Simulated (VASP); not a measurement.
Input of a VASP 6.6.1 run:

The input INCAR:

```
SYSTEM = Ni
PREC     = Accurate       ! precision mode
ENCUT    = 520            ! plane-wave cutoff, eV
EDIFF    = 1E-7           ! SCF threshold, eV
ISMEAR   = -1             ! smearing method
SIGMA    = 0.08           ! smearing width, eV
LREAL    = .FALSE.        ! projectors in reciprocal space
LASPH    = .TRUE.         ! aspherical terms in the spheres
NELM     = 150            ! most SCF steps
ALGO     = Normal         ! electronic algorithm
ISIF     = 2              ! what is computed and relaxed
LWAVE    = .FALSE.        ! write WAVECAR
LCHARG   = .FALSE.        ! write CHGCAR
ISPIN    = 2              ! spin polarisation
MAGMOM   = 1              ! initial moments
LORBIT   = 11             ! projections on sites
LMAXMIX  = 4              ! l up to which the mixer works
GGA      = PS             ! functional
NBANDS   = 15             ! bands
```

KPOINTS

```
Automatic mesh
0
G
  21 21 21
  0 0 0
```

File POSCAR:

```
Ni
1.0
   -1.2236356515      1.2236356515      1.2236356515
    1.2236356515     -1.2236356515      1.2236356515
    1.2236356515      1.2236356515     -1.2236356515
Ni
1
Direct
    0.0000000000      0.0000000000      0.0000000000
```

Potentials or basis: VASP PAW PBE potentials, release 64 (Ni).

Run with:

```bash
$ cat potpaw_PBE.64/Ni/POTCAR > POTCAR
$ mpirun -np 1 vasp_std > vasp.out
```

Question: What does it give for the band gap on the k mesh?

Answer: Zero (filled and empty bands overlap).

Question: Predict the pressure.

Answer: 183.8 GPa.

Question: What does it give for the net moment?

Answer: 0.00 μB per cell.

Caveat: the PAW data sets were made with another functional, which shifts forces and pressure a little.
